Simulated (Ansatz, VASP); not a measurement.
## Two plane-wave programs on Al2Cu

```
Al Cu
1.0
     3.22842    0.00000    0.00000
    -1.61421    2.79589    0.00000
     0.00000    0.00000    4.75234
Al Cu
2 1
Direct
  0.33333 0.66667 0.80021
  0.66667 0.33333 0.19980
  0.00000 0.00000 0.50000
```

Alike in both runs: task relaxation of cell and atoms; functional PBE; k mesh 7 × 7 × 4; occupations gaussian, width 0.2 eV; no spin polarisation.

```csv
,VASP,Ansatz
version,VASP 6.6.1,Ansatz 0.2.0
potentials or method,"VASP PAW PBE potentials, release 64 (Al, Cu), cutoff 600 eV","scalar-relativistic, plane waves, PAW"
valence electrons in the cell,17,25
```

|  | VASP | Ansatz | Ansatz less VASP |
| --- | --- | --- | --- |
| gap on the k mesh at the Fermi level, each at its own relaxed structure (eV) | none | none | - |
| relaxed volume (Å³/atom) | 14.70 | 14.81 | +0.115 |
| relaxed cell length with the largest relative difference (Å) | 6.241 | 6.144 | -0.0966 |

A gap of «none» marks a metal or a gap that the smearing closes. VASP's potentials hold 17 valence electrons a cell and Ansatz's 25, so a difference there can come from the potentials and not from the codes.
